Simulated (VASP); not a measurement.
# P (Ia-3) in VASP: density of states with PBE

Aim: the density of states of P with PBE.

Everything below comes from runs of VASP 6.6.1. Logs are shortened: lines on timing, memory, paths and dates and some standing lists are left out, and cuts for length are marked.

## Step 1: The cell of the first run

Symmetry: Ia-3, No. 206, cubic system. The conventional cell has a = 6.672 Å, b = 6.672 Å, c = 6.672 Å, α = 90.00°, β = 90.00°, γ = 90.00°. Within 3.0 Å of P (site symmetry 3) lie 4 P at 2.27 to 2.41 Å.

## Step 2: Density of states, PBE

Input file POSCAR:

```
P
1.0
   -3.3358221758      3.3358221758      3.3358221758
    3.3358221758     -3.3358221758      3.3358221758
    3.3358221758      3.3358221758     -3.3358221758
P
8
Direct
    0.1960575435      0.1960575435      0.1960575435
    0.5000000000      0.0000000000      0.3039424565
    0.3039424565      0.5000000000      0.0000000000
    0.0000000000      0.3039424565      0.5000000000
    0.8039424565      0.8039424565      0.8039424565
    0.5000000000      0.0000000000      0.6960575435
    0.6960575435      0.5000000000      0.0000000000
    0.0000000000      0.6960575435      0.5000000000
```

Input file INCAR.step1:

```
  PREC = Accurate
  ENCUT = 520
  EDIFF = 1E-6
  ISMEAR = 0
  SIGMA = 0.1
  LREAL = False
  LASPH = True
  NELM = 100
  ALGO = Normal
  ISIF = 2
  LWAVE = False
  LCHARG = True
  GGA = PE
  NBANDS = 30
```

Input file KPOINTS.step1:

```
regular mesh
0
Gamma
  8 8 8
```

Input file INCAR.step2:

```
  PREC = Accurate
  ENCUT = 520
  EDIFF = 1E-6
  ISMEAR = -5
  SIGMA = 0.1
  LREAL = False
  LASPH = True
  NELM = 100
  ALGO = Normal
  ISIF = 2
  LWAVE = False
  LCHARG = False
  GGA = PE
  LORBIT = 11
  NEDOS = 2001
  ICHARG = 11
```

Input file KPOINTS.step2:

```
regular mesh
0
Gamma
  12 12 12
```

Potentials or basis: VASP PAW PBE potentials, release 64 (P).

Launch:

```console
cat potpaw_PBE.64/P/POTCAR > POTCAR
cp INCAR.step1 INCAR
cp KPOINTS.step1 KPOINTS
mpirun -np 1 vasp_std > vasp.out
cp INCAR.step2 INCAR
cp KPOINTS.step2 KPOINTS
mpirun -np 1 vasp_std > vasp.out
```

OUTCAR:

```text
PREC = Accurate
   ENCUT = 520
   EDIFF = 1E-6
   ISMEAR = -5
   LREAL = False
   LASPH = True
   NELM = 100
   ISIF = 2
   GGA = PE
   LORBIT = 11
   ICHARG = 11

 ion  position               nearest neighbor table
   1  0.196  0.196  0.196-   5 2.27   3 2.41   4 2.41   2 2.41
   2  0.500  0.000  0.304-   6 2.27   4 2.41   1 2.41   3 2.41
   3  0.304  0.500  0.000-   7 2.27   2 2.41   1 2.41   4 2.41
   4  0.000  0.304  0.500-   8 2.27   3 2.41   1 2.41   2 2.41
   5  0.804  0.804  0.804-   1 2.27   6 2.41   7 2.41   8 2.41
   6  0.500  0.000  0.696-   2 2.27   5 2.41   7 2.41   8 2.41
   7  0.696  0.500  0.000-   3 2.27   5 2.41   8 2.41   6 2.41
   8  0.000  0.696  0.500-   4 2.27   5 2.41   6 2.41   7 2.41

  LATTYP: Found a body centered cubic cell.
 ALAT       =     6.6716443516

  Lattice vectors:

 A1 = (  -3.3358221758,   3.3358221758,   3.3358221758)
 A2 = (   3.3358221758,  -3.3358221758,   3.3358221758)
 A3 = (   3.3358221758,   3.3358221758,  -3.3358221758)

Analysis of symmetry for initial positions (statically):
=====================================================================
 Subroutine PRICEL returns:
 Original cell was already a primitive cell.

 Routine SETGRP: Setting up the symmetry group for a
 body centered cubic supercell.

 Subroutine GETGRP returns: Found 24 space group operations
 (whereof  6 operations were pure point group operations)
 out of a pool of 48 trial point group operations.

The static configuration has the point symmetry S_6 .
 The point group associated with its full space group is T_h .

Analysis of symmetry for dynamics (positions and initial velocities):
=====================================================================
 Subroutine PRICEL returns:
 Original cell was already a primitive cell.

 Routine SETGRP: Setting up the symmetry group for a
 body centered cubic supercell.

 Subroutine GETGRP returns: Found 24 space group operations
 (whereof  6 operations were pure point group operations)
 out of a pool of 48 trial point group operations.

The dynamic configuration has the point symmetry S_6 .
 The point group associated with its full space group is T_h .

 Subroutine INISYM returns: Found 24 space group operations
 (whereof  6 operations are pure point group operations),
 and found     1 'primitive' translations

----------------------------------------------------------------------------------------

                                     Primitive cell

  volume of cell :     148.4802

  direct lattice vectors                    reciprocal lattice vectors
    -3.335822176  3.335822176  3.335822176     0.000000000  0.149888086  0.149888086
     3.335822176 -3.335822176  3.335822176     0.149888086  0.000000000  0.149888086
     3.335822176  3.335822176 -3.335822176     0.149888086  0.149888086  0.000000000

  length of vectors
     5.777813494  5.777813494  5.777813494     0.211973764  0.211973764  0.211973764

  position of ions in fractional coordinates (direct lattice)
     0.196057543  0.196057543  0.196057543
     0.500000000  0.000000000  0.303942457
     0.303942457  0.500000000  0.000000000
     0.000000000  0.303942457  0.500000000
     0.803942457  0.803942457  0.803942457
     0.500000000  0.000000000  0.696057543
     0.696057543  0.500000000  0.000000000
     0.000000000  0.696057543  0.500000000

  ion indices of the primitive-cell ions
   primitive index   ion index
                 1           1
                 2           2
                 3           3
                 4           4
                 5           5
                 6           6
                 7           7
                 8           8

----------------------------------------------------------------------------------------

 KPOINTS: regular mesh

Automatic generation of k-mesh.
 Grid dimensions read from file:
 generate k-points for:   12   12   12

 Generating k-lattice:

  Cartesian coordinates                     Fractional coordinates (reciprocal lattice)
     0.000000000  0.012490674  0.012490674     0.083333333  0.000000000  0.000000000
     0.012490674  0.000000000  0.012490674     0.000000000  0.083333333  0.000000000
     0.012490674  0.012490674  0.000000000     0.000000000  0.000000000  0.083333333

  Length of vectors
     0.017664480  0.017664480  0.017664480

  Shift w.r.t. Gamma in fractional coordinates (k-lattice)
     0.000000000  0.000000000  0.000000000

 TETIRR: Found   3868 inequivalent tetrahedra from    10368

 Subroutine IBZKPT returns following result:
 ===========================================

 Found     98 irreducible k-points:

 Following reciprocal coordinates:
            Coordinates               Weight
  0.000000  0.000000  0.000000      1.000000
  0.083333  0.000000  0.000000     12.000000
  0.166667  0.000000  0.000000     12.000000
  0.250000  0.000000  0.000000     12.000000
  0.333333  0.000000  0.000000     12.000000
  0.416667  0.000000  0.000000     12.000000
[... 16 lines left out ...]
  0.250000  0.250000  0.000000     24.000000
  0.333333  0.250000 -0.000000     24.000000
 [... further k-points ...]
   k-points           NKPTS =     98   k-points in BZ     NKDIM =     98   number of bands    NBANDS=     25
   number of dos      NEDOS =   2001   number of ions     NIONS =      8
   total plane-waves  NPLWV = 110592
   dimension x,y,z NGX =    48 NGY =   48 NGZ =   48
   dimension x,y,z NGXF=    96 NGYF=   96 NGZF=   96
   ions per type =               8
   NGX,Y,Z   is equivalent  to a cutoff of  13.81, 13.81, 13.81 a.u.
   NGXF,Y,Z  is equivalent  to a cutoff of  27.62, 27.62, 27.62 a.u.
 SYSTEM =  unknown system
   PREC   = accura    normal or accurate (medium, high low for compatibility)
   ISTART =      0    job   : 0-new  1-cont  2-samecut
   ICHARG =     11    charge: 1-file 2-atom 10-const
   ISPIN  =      1    spin polarized calculation?
   LNONCOLLINEAR =      F non collinear calculations
   LSORBIT =      F    spin-orbit coupling
   LASPH  =      T    aspherical Exc in radial PAW
   ENCUT  =  520.0 eV  38.22 Ry    6.18 a.u.  10.74 10.74 10.74*2*pi/ulx,y,z
   NELM   =    100;   NELMIN=  2; NELMDL=  0     # of ELM steps
   EDIFF  = 0.1E-05   stopping-criterion for ELM
   LREAL  =      F    real-space projection
   EDIFFG = 0.1E-04   stopping-criterion for IOM
   NSW    =      0    number of steps for IOM
   IBRION =     -1    ionic relax: 0-MD 1-quasi-New 2-CG
   NFREE  =      0    steps in history (QN), initial steepest desc. (CG)
   ISIF   =      2    stress and relaxation
   ISYM   =      2    0-nonsym 1-usesym 2-fastsym
   POTIM  = 0.5000    time-step for ionic-motion
   TEBEG  =    0.0;   TEEND  =   0.0 temperature during run
   PSTRESS=    0.0 pullay stress
   NELECT =      40.0000    total number of electrons
   NUPDOWN=      -1.0000    fix difference up-down
   EMIN   =  10.00;   EMAX   =-10.00  energy-range for DOS
   EFERMI =   0.00;   METHOD = LEGACY
   ISMEAR =    -5;   SIGMA  =   0.10  broadening in eV -4-tet -1-fermi 0-gaus
   EFERMI_NEDOS =   21; number of points for ismear=-14 and -15
   IALGO  =     38    algorithm
   IMIX   =      4    mixing-type and parameters
     AMIX     =   0.40;   BMIX     =  1.00
     AMIX_MAG =   1.60;   BMIX_MAG =  1.00
  volume/ion in A,a.u.               =      18.56       125.25
  Fermi-wavevector in a.u.,A,eV,Ry     =   1.057317  1.998040 15.210219  1.117920
  Thomas-Fermi vector in A             =   2.192585
   LORBIT       =     11    0 simple, 1 ext, 2 COOP (PROOUT), +10 PAW based schemes
   GGA     = PE    functional components
   LHFCALC =     F    Hartree Fock is set to
   AEXX    =    0.0000 exact exchange contribution
   IVDW    =     0    specifies the selected vdW correction
   LEPSILON=     F    determine dielectric tensor
   LRPA    =     F    only Hartree local field effects (RPA)
 non-spin polarized calculation
 Fermi weights with tetrahedron method with Bloechl corrections
  energy-cutoff  :      520.00
  volume of cell :      148.48
 maximum number of plane-waves:      4033
 NGX is ok and might be reduce to    48

 number of electron      40.0000000 magnetization

 Free energy of the ion-electron system (eV)
  ---------------------------------------------------
  ext. energy  EPLUGINS =         0.00000000
  ---------------------------------------------------
  free energy    TOTEN  =       -39.59985654 eV

  energy without entropy =      -39.59985654  energy(sigma->0) =      -39.59985654

 E-fermi :   7.0715     XC(G=0): -10.0750

 val. band max:        7.1847841820   @ k =   0.3333  -0.3333   0.4167
 cond. band min:       7.0197536797   @ k =  -0.4167   0.5000   0.0833
 fundamental gap:     -0.1650305022
 Fermi energy:         7.0715493945

 k-point     1 :       0.0000    0.0000    0.0000
  band No.  band energies     occupation
      1      -8.3874      2.00000
      2      -4.8055      2.00000
      3      -4.7047      2.00000
      4      -4.7047      2.00000
      5      -4.7047      2.00000
      6      -2.3718      2.00000
[... 17 lines left out ...]
     24       8.8355      0.00000
     25       8.8355      0.00000

 k-point     2 :       0.0833    0.0000    0.0000
  band No.  band energies     occupation
      1      -8.3500      2.00000
      2      -5.0243      2.00000
      3      -4.8074      2.00000
      4      -4.7627      2.00000
      5      -4.4935      2.00000
      6      -2.4156      2.00000
[... 17 lines left out ...]
     24       9.0626      0.00000
     25       9.0860      0.00000

 k-point     3 :       0.1667    0.0000    0.0000
  band No.  band energies     occupation
      1      -8.2383      2.00000
      2      -5.3383      2.00000
      3      -5.0231      2.00000
      4      -4.9042      2.00000
      5      -4.2402      2.00000
      6      -2.5348      2.00000
[... 17 lines left out ...]
     24       9.1191      0.00000
     25       9.4911      0.00000

 k-point     4 :       0.2500    0.0000    0.0000
  band No.  band energies     occupation
      1      -8.0538      2.00000
      2      -5.7488      2.00000
      3      -5.2074      2.00000
      4      -5.0704      2.00000
      5      -3.9913      2.00000
      6      -2.7032      2.00000
[... 17 lines left out ...]
     24       8.5494      0.00000
     25       9.7784      0.00000
[... 477 lines left out ...]
 k-point    22 :       0.4167    0.1667    0.0000
  band No.  band energies     occupation
      1      -7.0023      2.00000
      2      -6.9962      2.00000
      3      -5.9430      2.00000
      4      -5.2519      2.00000
      5      -3.1751      2.00000
      6      -3.0332      2.00000
[... 17 lines left out ...]
     24       8.6445      0.00000
     25       8.8422      0.00000

 k-point    23 :       0.2500    0.2500    0.0000
  band No.  band energies     occupation
      1      -7.4091      2.00000
      2      -6.2828      2.00000
      3      -6.2218      2.00000
      4      -5.2194      2.00000
      5      -3.3359      2.00000
      6      -2.7123      2.00000
[... 17 lines left out ...]
     24       8.6939      0.00000
     25       8.8307      0.00000

 k-point    24 :       0.3333    0.2500   -0.0000
  band No.  band energies     occupation
      1      -7.0677      2.00000
      2      -6.6745      2.00000
      3      -6.3163      2.00000
      4      -5.2509      2.00000
      5      -3.0850      2.00000
      6      -2.8595      2.00000
[... 17 lines left out ...]
     24       8.5536      0.00000
     25       8.9718      0.00000

 [... further k-points ...]
[... 5 lines left out ...]
  --------------------------------------------------------------------------------------
  -------------------------------------------------------------------------------------
  Total       -0.2088894     -0.2088894     -0.2088894     -0.0000000     -0.0000000      0.0000000
  in kB       -2.2540231     -2.2540231     -2.2540231     -0.0000000     -0.0000000      0.0000000
  external PRESSURE =      -2.2540231 kB  Pullay stress =       0.0000000 kB

 VOLUME and BASIS-vectors are now :
 -----------------------------------------------------------------------------
  energy-cutoff  :      520.00
  volume of cell :      148.48
      direct lattice vectors                 reciprocal lattice vectors
    -3.335822176  3.335822176  3.335822176     0.000000000  0.149888086  0.149888086
     3.335822176 -3.335822176  3.335822176     0.149888086  0.000000000  0.149888086
     3.335822176  3.335822176 -3.335822176     0.149888086  0.149888086  0.000000000

 POSITION                                       TOTAL-FORCE (eV/Angst)
 -----------------------------------------------------------------------------------
      0.65401      0.65401      0.65401        -0.025857     -0.025857     -0.025857
     -0.65401      2.68181      0.65401         0.025857      0.025857     -0.025857
      0.65401     -0.65401      2.68181        -0.025857      0.025857      0.025857
      2.68181      0.65401     -0.65401         0.025857     -0.025857      0.025857
      2.68181      2.68181      2.68181         0.025857      0.025857      0.025857
      0.65401      3.98984     -0.65401        -0.025857     -0.025857      0.025857
     -0.65401      0.65401      3.98984         0.025857     -0.025857     -0.025857
      3.98984     -0.65401      0.65401        -0.025857      0.025857     -0.025857
 -----------------------------------------------------------------------------------
    total drift:                                0.000000      0.000000      0.000000

  FREE ENERGIE OF THE ION-ELECTRON SYSTEM (eV)
  ---------------------------------------------------
  free  energy   TOTEN  =       -39.5998565396 eV

  energy  without entropy=      -39.5998565396  energy(sigma->0) =      -39.59985654

 total charge

# of ion       s       p       d       tot
------------------------------------------
    1        1.122   1.274   0.000   2.396
    2        1.122   1.274   0.000   2.396
    3        1.122   1.274   0.000   2.396
    4        1.122   1.274   0.000   2.396
    5        1.122   1.274   0.000   2.396
    6        1.122   1.274   0.000   2.396
    7        1.122   1.274   0.000   2.396
    8        1.122   1.274   0.000   2.396
--------------------------------------------------
tot          8.980  10.188   0.000  19.168
```

It took 6 min on 1 thread of Intel Xeon Platinum 8488C (Sapphire Rapids), shared host; peak memory 0.44 GiB.

What came out:

```
Valence electrons inside the program's atomic spheres : P 2.40
```

Levels at points of the mesh, in eV from the Fermi level:
| k point | band 18 | band 19 | band 20 | band 21 | band 22 | band 23 |
| --- | --- | --- | --- | --- | --- | --- |
| (0.00, 0.00, 0.00) | -1.09 | -1.09 | 0.76 | 0.76 | 0.76 | 1.76 |
| (0.50, 0.00, 0.00) | -1.98 | -0.33 | -0.33 | 0.01 | 0.01 | 1.38 |
| (0.50, 0.50, 0.50) | -1.22 | 0.08 | 0.08 | 0.08 | 0.57 | 0.90 |

Caveat: tetrahedron occupations give inexact forces and stress in metals.
